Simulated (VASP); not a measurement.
# CdSe (Fm-3m) in VASP: single point with r2SCAN

Aim: the single point of CdSe with r2SCAN.

Everything below comes from runs of VASP 6.6.1. Logs are shortened: lines on timing, memory, paths and dates and some standing lists are left out, and cuts for length are marked.

### Step 1. The cell of the first run

The structure is cubic, space group Fm-3m (No. 225). The conventional cell has a = 5.748 Å, b = 5.748 Å, c = 5.748 Å, α = 90.00°, β = 90.00°, γ = 90.00°. Within 3.8 Å of Cd (site symmetry m-3m) lie 6 Se at 2.87 Å. Within 3.8 Å of Se (site symmetry m-3m) lie 6 Cd at 2.87 Å.

### Step 2. Single point, r2SCAN

The input, POSCAR:

```
CdSe
1.0
    0.0000000000      2.8739580000      2.8739580000
    2.8739580000      0.0000000000      2.8739580000
    2.8739580000      2.8739580000      0.0000000000
Cd Se
1 1
Direct
    0.0000000000      0.0000000000      0.0000000000
    0.5000000000      0.5000000000      0.5000000000
```

The input, INCAR.step1:

```
PREC = Accurate
ENCUT = 550
ISMEAR = 0
SIGMA = 0.1
LREAL = False
LASPH = True
NELM = 120
NBANDS = 16
GGA = PE
ALGO = Normal
EDIFF = 1E-5
LWAVE = True
LCHARG = False
GGA_COMPAT = False
```

The input, INCAR.step2:

```
PREC = Accurate
ENCUT = 550
EDIFF = 1E-6
ISMEAR = 0
SIGMA = 0.1
LREAL = False
LASPH = True
NELM = 120
ALGO = Normal
ISIF = 2
LWAVE = False
LCHARG = False
METAGGA = R2SCAN
LMIXTAU = True
NBANDS = 16
ISTART = 1
GGA_COMPAT = False
```

The input, KPOINTS:

```
Automatic mesh
0
Gamma
  6 6 6
```

Potentials or basis: VASP PAW PBE potentials, release 64 (Cd, Se).

On the command line:

```
> cat potpaw_PBE.64/Cd/POTCAR potpaw_PBE.64/Se/POTCAR > POTCAR
> cp INCAR.step1 INCAR
> mpirun -np 1 vasp_std > vasp.out
> cp INCAR.step2 INCAR
> mpirun -np 1 vasp_std > vasp.out
```

OUTCAR:

```text
PREC = Accurate
   ENCUT = 550
   EDIFF = 1E-6
   ISMEAR = 0
   LREAL = False
   LASPH = True
   NELM = 120
   ISIF = 2
   METAGGA = R2SCAN
   ISTART = 1

 ion  position               nearest neighbor table
   1  0.000  0.000  0.000-   2 2.87   2 2.87   2 2.87   2 2.87   2 2.87   2 2.87
   2  0.500  0.500  0.500-   1 2.87   1 2.87   1 2.87   1 2.87   1 2.87   1 2.87

  LATTYP: Found a face centered cubic cell.
 ALAT       =     5.7479160000

  Lattice vectors:

 A1 = (   0.0000000000,   2.8739580000,   2.8739580000)
 A2 = (   2.8739580000,   0.0000000000,   2.8739580000)
 A3 = (   2.8739580000,   2.8739580000,   0.0000000000)

Analysis of symmetry for initial positions (statically):
=====================================================================
 Subroutine PRICEL returns:
 Original cell was already a primitive cell.

 Routine SETGRP: Setting up the symmetry group for a
 face centered cubic supercell.

 Subroutine GETGRP returns: Found 48 space group operations
 (whereof 48 operations were pure point group operations)
 out of a pool of 48 trial point group operations.

The static configuration has the point symmetry O_h .

Analysis of symmetry for dynamics (positions and initial velocities):
=====================================================================
 Subroutine PRICEL returns:
 Original cell was already a primitive cell.

 Routine SETGRP: Setting up the symmetry group for a
 face centered cubic supercell.

 Subroutine GETGRP returns: Found 48 space group operations
 (whereof 48 operations were pure point group operations)
 out of a pool of 48 trial point group operations.

The dynamic configuration has the point symmetry O_h .

 Subroutine INISYM returns: Found 48 space group operations
 (whereof 48 operations are pure point group operations),
 and found     1 'primitive' translations

----------------------------------------------------------------------------------------

                                     Primitive cell

  volume of cell :      47.4757

  direct lattice vectors                    reciprocal lattice vectors
     0.000000000  2.873958000  2.873958000    -0.173976098  0.173976098  0.173976098
     2.873958000  0.000000000  2.873958000     0.173976098 -0.173976098  0.173976098
     2.873958000  2.873958000  0.000000000     0.173976098  0.173976098 -0.173976098

  length of vectors
     4.064390381  4.064390381  4.064390381     0.301335442  0.301335442  0.301335442

  position of ions in fractional coordinates (direct lattice)
     0.000000000  0.000000000  0.000000000
     0.500000000  0.500000000  0.500000000

  ion indices of the primitive-cell ions
   primitive index   ion index
                 1           1
                 2           2

----------------------------------------------------------------------------------------

 KPOINTS: Automatic mesh

Automatic generation of k-mesh.
 Grid dimensions read from file:
 generate k-points for:    6    6    6

 Generating k-lattice:

  Cartesian coordinates                     Fractional coordinates (reciprocal lattice)
    -0.028996016  0.028996016  0.028996016     0.166666667  0.000000000  0.000000000
     0.028996016 -0.028996016  0.028996016     0.000000000  0.166666667  0.000000000
     0.028996016  0.028996016 -0.028996016     0.000000000  0.000000000  0.166666667

  Length of vectors
     0.050222574  0.050222574  0.050222574

  Shift w.r.t. Gamma in fractional coordinates (k-lattice)
     0.000000000  0.000000000  0.000000000

 Subroutine IBZKPT returns following result:
 ===========================================

 Found     16 irreducible k-points:

 Following reciprocal coordinates:
            Coordinates               Weight
  0.000000  0.000000  0.000000      1.000000
  0.166667  0.000000  0.000000      8.000000
  0.333333  0.000000  0.000000      8.000000
  0.500000  0.000000  0.000000      4.000000
  0.166667  0.166667  0.000000      6.000000
  0.333333  0.166667  0.000000     24.000000
[... 8 lines left out ...]
 -0.333333  0.333333  0.166667     24.000000
 -0.333333  0.500000  0.166667     12.000000
   k-points           NKPTS =     16   k-points in BZ     NKDIM =     16   number of bands    NBANDS=     16
   number of dos      NEDOS =    301   number of ions     NIONS =      2
   total plane-waves  NPLWV =  32768
   dimension x,y,z NGX =    32 NGY =   32 NGZ =   32
   dimension x,y,z NGXF=    64 NGYF=   64 NGZF=   64
   ions per type =               1   1
   NGX,Y,Z   is equivalent  to a cutoff of  13.09, 13.09, 13.09 a.u.
   NGXF,Y,Z  is equivalent  to a cutoff of  26.18, 26.18, 26.18 a.u.
 SYSTEM =  unknown system
   PREC   = accura    normal or accurate (medium, high low for compatibility)
   ISTART =      1    job   : 0-new  1-cont  2-samecut
   ICHARG =      0    charge: 1-file 2-atom 10-const
   ISPIN  =      1    spin polarized calculation?
   LNONCOLLINEAR =      F non collinear calculations
   LSORBIT =      F    spin-orbit coupling
   LASPH  =      T    aspherical Exc in radial PAW
   ENCUT  =  550.0 eV  40.42 Ry    6.36 a.u.   7.77  7.77  7.77*2*pi/ulx,y,z
   NELM   =    120;   NELMIN=  2; NELMDL=  0     # of ELM steps
   EDIFF  = 0.1E-05   stopping-criterion for ELM
   LREAL  =      F    real-space projection
   EDIFFG = 0.1E-04   stopping-criterion for IOM
   NSW    =      0    number of steps for IOM
   IBRION =     -1    ionic relax: 0-MD 1-quasi-New 2-CG
   NFREE  =      0    steps in history (QN), initial steepest desc. (CG)
   ISIF   =      2    stress and relaxation
   ISYM   =      2    0-nonsym 1-usesym 2-fastsym
   POTIM  = 0.5000    time-step for ionic-motion
   TEBEG  =    0.0;   TEEND  =   0.0 temperature during run
   PSTRESS=    0.0 pullay stress
   NELECT =      18.0000    total number of electrons
   NUPDOWN=      -1.0000    fix difference up-down
   EMIN   =  10.00;   EMAX   =-10.00  energy-range for DOS
   EFERMI =   0.00;   METHOD = LEGACY
   ISMEAR =     0;   SIGMA  =   0.10  broadening in eV -4-tet -1-fermi 0-gaus
   EFERMI_NEDOS =   21; number of points for ismear=-14 and -15
   IALGO  =     38    algorithm
   IMIX   =      4    mixing-type and parameters
     AMIX     =   0.40;   BMIX     =  1.00
     AMIX_MAG =   1.60;   BMIX_MAG =  1.00
  volume/ion in A,a.u.               =      23.74       160.19
  Fermi-wavevector in a.u.,A,eV,Ry     =   1.184882  2.239103 19.101849  1.403946
  Thomas-Fermi vector in A             =   2.321088
   LORBIT       =      0    0 simple, 1 ext, 2 COOP (PROOUT), +10 PAW based schemes
   METAGGA = R2SCAN    functional components
   LHFCALC =     F    Hartree Fock is set to
   AEXX    =    0.0000 exact exchange contribution
   IVDW    =     0    specifies the selected vdW correction
   LEPSILON=     F    determine dielectric tensor
   LRPA    =     F    only Hartree local field effects (RPA)
 non-spin polarized calculation
 Gauss-broadening in eV      SIGMA  =   0.10
  energy-cutoff  :      550.00
  volume of cell :       47.48
 maximum number of plane-waves:      1411
   NGX = 15   NGY = 15   NGZ = 15

 number of electron      17.9999995 magnetization

 Free energy of the ion-electron system (eV)
  ---------------------------------------------------
  ext. energy  EPLUGINS =         0.00000000
  ---------------------------------------------------
  free energy    TOTEN  =       -35.68953048 eV

  energy without entropy =      -35.68641220  energy(sigma->0) =      -35.68797134

 E-fermi :   2.0293     XC(G=0): -10.5026

 val. band max:        1.9943771790   @ k =   0.5000   0.5000   0.0000
 cond. band min:       2.6797431898   @ k =   0.0000   0.0000   0.0000
 fundamental gap:      0.6853660108
 Fermi energy:         2.0293094206

 k-point     1 :       0.0000    0.0000    0.0000
  band No.  band energies     occupation
      1     -11.3004      2.00000
      2      -6.1802      2.00000
      3      -6.1802      2.00000
      4      -6.1650      2.00000
      5      -6.1650      2.00000
      6      -6.1650      2.00000
[... 8 lines left out ...]
     15      12.5622      0.00000
     16      12.5622      0.00000

 k-point     2 :       0.1667    0.0000    0.0000
  band No.  band energies     occupation
      1     -11.1030      2.00000
      2      -6.2374      2.00000
      3      -6.2374      2.00000
      4      -6.1811      2.00000
      5      -6.1337      2.00000
      6      -6.1337      2.00000
[... 8 lines left out ...]
     15      12.1394      0.00000
     16      12.1738      0.00000

 k-point     3 :       0.3333    0.0000    0.0000
  band No.  band energies     occupation
      1     -10.6462      2.00000
      2      -6.3513      2.00000
      3      -6.3513      2.00000
      4      -6.2414      2.00000
      5      -6.0668      2.00000
      6      -6.0668      2.00000
[... 8 lines left out ...]
     15      13.7300      0.00000
     16      13.7300      0.00000

 k-point     4 :       0.5000    0.0000    0.0000
  band No.  band energies     occupation
      1     -10.3730      2.00000
      2      -6.4066      2.00000
      3      -6.4066      2.00000
      4      -6.2998      2.00000
      5      -6.0328      2.00000
      6      -6.0328      2.00000
[... 8 lines left out ...]
     15      15.5161      0.00000
     16      15.5161      0.00000
[... 172 lines left out ...]
 k-point    14 :       0.5000    0.3333    0.1667
  band No.  band energies     occupation
      1     -10.5084      2.00000
      2      -6.2771      2.00000
      3      -6.2029      2.00000
      4      -6.1802      2.00000
      5      -6.0400      2.00000
      6      -5.9470      2.00000
[... 8 lines left out ...]
     15      16.0149      0.00000
     16      16.6271      0.00000

 k-point    15 :      -0.3333    0.3333    0.1667
  band No.  band energies     occupation
      1     -10.3957      2.00000
      2      -6.3163      2.00000
      3      -6.1758      2.00000
      4      -6.1593      2.00000
      5      -6.0096      2.00000
      6      -5.8146      2.00000
[... 8 lines left out ...]
     15      14.3790      0.00000
     16      17.0490      0.00000

 k-point    16 :      -0.3333    0.5000    0.1667
  band No.  band energies     occupation
      1     -10.4331      2.00000
      2      -6.2331      2.00000
      3      -6.2147      2.00000
      4      -6.0791      2.00000
      5      -5.9850      2.00000
      6      -5.5840      2.00000
[... 8 lines left out ...]
     15      15.8080      0.00000
     16      17.5402      0.00000

------------------------ aborting loop because EDIFF is reached ----------------------------------------

  FORCE on cell =-STRESS in cart. coord.  units (eV):
  Direction    XX          YY          ZZ          XY          YZ          ZX
  --------------------------------------------------------------------------------------
  -------------------------------------------------------------------------------------
  Total       -0.5255659     -0.5255659     -0.5255659      0.0000000     -0.0000000      0.0000000
  in kB      -17.7364414    -17.7364414    -17.7364414      0.0000000     -0.0000000      0.0000000
  external PRESSURE =     -17.7364414 kB  Pullay stress =       0.0000000 kB

 VOLUME and BASIS-vectors are now :
 -----------------------------------------------------------------------------
  energy-cutoff  :      550.00
  volume of cell :       47.48
      direct lattice vectors                 reciprocal lattice vectors
     0.000000000  2.873958000  2.873958000    -0.173976098  0.173976098  0.173976098
     2.873958000  0.000000000  2.873958000     0.173976098 -0.173976098  0.173976098
     2.873958000  2.873958000  0.000000000     0.173976098  0.173976098 -0.173976098

 POSITION                                       TOTAL-FORCE (eV/Angst)
 -----------------------------------------------------------------------------------
      0.00000      0.00000      0.00000         0.000000     -0.000000     -0.000000
      2.87396      2.87396      2.87396        -0.000000      0.000000      0.000000
 -----------------------------------------------------------------------------------
    total drift:                                0.000000     -0.000000     -0.000000

  FREE ENERGIE OF THE ION-ELECTRON SYSTEM (eV)
  ---------------------------------------------------
  free  energy   TOTEN  =       -35.6895304785 eV

  energy  without entropy=      -35.6864122040  energy(sigma->0) =      -35.68797134
```

Run time: 62 s. Hardware: 1 thread of AMD EPYC 7R13 (Zen 3), shared host; peak memory 0.15 GiB.

What came out:

* Free energy: -35.6895 eV
* Pressure: -1.8 GPa
* Band gap on the k mesh: 0.05 eV (least direct gap 1.30 eV)

Caveat: the smearing spreads over this small gap; semilocal functionals underestimate gaps, and a narrow one can read as zero; the PAW data sets were made with another functional, which shifts forces and pressure a little. A k mesh can miss the band edges.

The gap in the log of VASP goes by the Fermi energy; the results here count the filled bands.